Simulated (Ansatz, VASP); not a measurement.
Hg: VASP beside Ansatz

File INCAR:

```
SYSTEM = Hg
ALGO = Normal
EDIFF = 1E-6
ENCUT = 500
GGA = PE
GGA_COMPAT = .False.
ISIF = 2
ISMEAR = 0
LASPH = .True.
LCHARG = .False.
LREAL = .False.
LWAVE = .False.
NBANDS = 12
NELM = 120
PREC = Accurate
SIGMA = 0.01
```

The input KPOINTS:

```
k-points
0
Gamma
  12 12 12
  0 0 0
```

File POSCAR:

```
Hg
1.0
    3.1006104439      0.0000000000      0.0000000000
    0.0000000000      3.1006104439      0.0000000000
    0.0000000000      0.0000000000      3.1006104439
Hg
1
Direct
    0.0000000000      0.0000000000      0.0000000000
```

Input for Ansatz:

```yaml
crystal:
  lattice:
    - [3.1006104439, 0.0, 0.0]
    - [0.0, 3.1006104439, 0.0]
    - [0.0, 0.0, 3.1006104439]
  atoms:
    - { symbol: Hg, position: [0.0, 0.0, 0.0] }
kpoints:
  mp_grid: { grid: [12, 12, 12] }
scf:
  occupations: { method: gaussian, width: 0.01 }
  eigensolver: { kind: davidson }
hamiltonian:
  xc: pbe
  pseudopotentials: { kind: nc }
output:
  forces: true
  stress: true
  eigenvalues: true
```

Alike in both runs: task single point; functional PBE; k mesh 12 × 12 × 12; occupations gaussian, width 0.01 eV; no spin polarisation.

|  | VASP | Ansatz |
| --- | --- | --- |
| version | VASP 6.6.1 | Ansatz 0.2.0 |
| potentials or method | VASP PAW PBE potentials, release 64 (Hg) | norm-conserving pseudopotentials, scalar-relativistic |
| plane-wave cutoff (eV) | 500 | 898 |
| valence electrons in the cell | 12 | 20 |

VASP gave:

* gap on the k mesh at the Fermi level (eV): none
* pressure (GPa): 0.0

Task: Estimate Ansatz's values.

Result: gap on the k mesh at the Fermi level (eV): none; pressure (GPa): -0.1.

A gap of «none» marks a metal or a gap that the smearing closes. VASP's potentials hold 12 valence electrons a cell and Ansatz's 20, so a difference there can come from the potentials and not from the codes.

Neither program's run includes spin-orbit coupling.
